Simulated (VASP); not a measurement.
The system is Be2CdS2.

```xyz
5
Lattice="4.8449 0.0000 0.0000 -2.4224 4.1958 0.0000 0.0000 0.0000 4.6730" Properties=species:S:1:pos:R:3 pbc="T T T"
Be    0.0000    2.7972    0.0000
Be    2.4224    1.3986    0.0000
Cd    0.0000    0.0000    0.0000
S     0.0000    2.7972    2.3365
S     2.4224    1.3986    2.3365
```

| Quantity | Value |
| --- | --- |
| Program | VASP 6.6.1 |
| Task | relaxation of cell and atoms |
| Functional | PBE |
| Potentials or basis | VASP PAW PBE potentials, release 64 (Be, Cd, S) |
| Cutoff | 600 eV |
| k mesh | 6 × 6 × 4 |
| Occupations | gaussian, width 0.1 eV |
| Spin | no spin polarisation |

At the start: pressure -7.9 GPa; volume 19.00 Å³/atom.

Problem. How do energy, volume and symmetry change on relaxing?

Solution. Over 30 steps the energy falls by 530.5 meV/atom and the volume is 31.54 Å³/atom (+66.0 %); space group P6/mmm (No. 191, to 0.05 Å).

The path:
| step | energy change (eV) | largest force (eV/Å) | pressure (GPa) | volume (Å³) |
| --- | --- | --- | --- | --- |
| 1 | 0.0000 | 0.0000 | -7.88 | 94.99 |
| 2 | -0.4324 | 0.0000 | -2.30 | 82.71 |
| 3 | -0.4580 | 0.0000 | 0.09 | 79.58 |
| 4 | -0.4579 | 0.0000 | 0.33 | 79.29 |
| 5 | -0.4634 | 0.0000 | 0.37 | 79.38 |
| 6 | -0.4970 | 0.0000 | 0.46 | 79.63 |
| 7 | -0.5898 | 0.0000 | 1.79 | 80.03 |
| 8 | -0.7868 | 0.0000 | 8.08 | 80.40 |
| 9 | 0.8435 | 0.0000 | 34.61 | 79.26 |
| 10 | -0.8442 | 0.0000 | 10.20 | 80.39 |
| 11 | -0.8451 | 0.0000 | 12.78 | 80.34 |
| 12 | -0.8389 | 0.0000 | 13.25 | 80.32 |
| 13 | -0.8695 | 0.0000 | 12.74 | 80.69 |
| 14 | -0.9545 | 0.0000 | 11.29 | 81.82 |
| 15 | -1.0958 | 0.0000 | 8.75 | 84.10 |
| 16 | -1.2760 | 0.0000 | 4.51 | 88.78 |
| 17 | -1.2923 | 0.0000 | -1.80 | 98.66 |
| 18 | -1.3365 | 0.0000 | 0.71 | 94.12 |
| 19 | -1.4341 | 0.0000 | 0.76 | 95.77 |
| 20 | -1.7281 | 0.0000 | 1.00 | 100.75 |
| 21 | -2.2136 | 0.0000 | 1.91 | 110.81 |
| 22 | -2.3435 | 0.0000 | 5.56 | 131.14 |
| 23 | -2.4463 | 0.0000 | 4.00 | 124.24 |
| 24 | -2.5621 | 0.0000 | 2.20 | 133.03 |
| 25 | -2.6392 | 0.0000 | 0.15 | 147.34 |
| 26 | -2.6426 | 0.0000 | -0.26 | 151.01 |
| 27 | -2.6426 | 0.0000 | -0.31 | 151.58 |
| 28 | -2.6492 | 0.0000 | -0.14 | 154.23 |
| 29 | -2.6522 | 0.0000 | 0.11 | 158.26 |
| 30 | -2.6523 | 0.0000 | 0.07 | 157.72 |

Final structure:
```
Be Cd S
1.0
     7.01985    0.00000    0.00000
    -3.50993    6.07937    0.00000
     0.00000    0.00000    3.69573
Be Cd S
2 1 2
Direct
  0.33333 0.66667 0.00000
  0.66667 0.33333 0.00000
  0.00000 0.00000 0.00000
  0.33333 0.66667 0.50000
  0.66667 0.33333 0.50000
```

Caveat: the volume moved by over 15 % at a fixed basis, so the end points are rough.
